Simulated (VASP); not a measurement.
The system is Ba4AlAs.

```
Ba Al As
1.0
     0.00000    4.90992    4.90992
     4.90992    0.00000    4.90992
     4.90992    4.90992    0.00000
Ba Al As
4 1 1
Direct
  0.62352 0.62352 0.62352
  0.62352 0.62352 0.12943
  0.62352 0.12943 0.62352
  0.12943 0.62352 0.62352
  0.00000 0.00000 0.00000
  0.25000 0.25000 0.25000
```

```yaml
Program: VASP 6.6.1
Task: relaxation of cell and atoms
Functional: PBE
Potentials_or_basis: VASP PAW PBE potentials, release 64 (Ba_sv, Al, As)
Cutoff: 600 eV
k_mesh: 8 × 8 × 8
Occupations: gaussian, width 0.1 eV
Spin: no spin polarisation
```

At the start: pressure 0.8 GPa; volume 39.46 Å³/atom.

Q: Where does the relaxation end?

A: Over 3 steps the energy falls by 4.9 meV/atom and the volume is 41.46 Å³/atom (+5.1 %); space group F-43m (No. 216, to 0.05 Å).

The path:
| step | energy change (eV) | largest force (eV/Å) | pressure (GPa) | volume (Å³) |
| --- | --- | --- | --- | --- |
| 1 | 0.0000 | 0.0918 | 0.79 | 236.73 |
| 2 | -0.0240 | 0.0363 | 0.31 | 243.46 |
| 3 | -0.0291 | 0.0022 | -0.01 | 248.78 |

Final structure:
```
Ba Al As
1.0
     0.00000    4.99184    4.99184
     4.99184    0.00000    4.99184
     4.99184    4.99184    0.00000
Ba Al As
4 1 1
Direct
  0.62398 0.62398 0.62398
  0.62398 0.62398 0.12805
  0.62398 0.12805 0.62398
  0.12805 0.62398 0.62398
  0.00000 0.00000 0.00000
  0.25000 0.25000 0.25000
```
